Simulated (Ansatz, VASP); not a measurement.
Ge: VASP beside Ansatz

```xyz
2
Lattice="-2.5101 2.5101 1.3974 2.5101 -2.5101 1.3974 2.5101 2.5101 -1.3974" Properties=species:S:1:pos:R:3 pbc="T T T"
Ge    2.5101    0.0000    0.6987
Ge    0.0000    0.0000    1.3974
```

Change from the starting cell: strain -0.025 along x and y, +0.000 along z, atoms carried along.

Alike in both runs: task single point; functional PBEsol; k mesh 20 × 20 × 20; occupations gaussian, width 0.15 eV; no spin polarisation.

|  | VASP | Ansatz |
| --- | --- | --- |
| version | VASP 6.6.1 | Ansatz 0.2.0 |
| potentials or method | VASP PAW PBE potentials, release 64 (Ge_d), cutoff 520 eV | scalar-relativistic, plane waves, PAW |
| valence electrons in the cell | 28 | 28 |

```tsv
	VASP	Ansatz	Ansatz less VASP
gap on the k mesh at the Fermi level (eV)	none	none	-
pressure (GPa)	3.6	3.7	+0.09
traceless stress, the component that is largest in VASP (GPa)	-0.74	-0.78	-0.038
```

VASP's potentials were made for PBE, not for PBEsol. A gap of «none» marks a metal or a gap that the smearing closes.
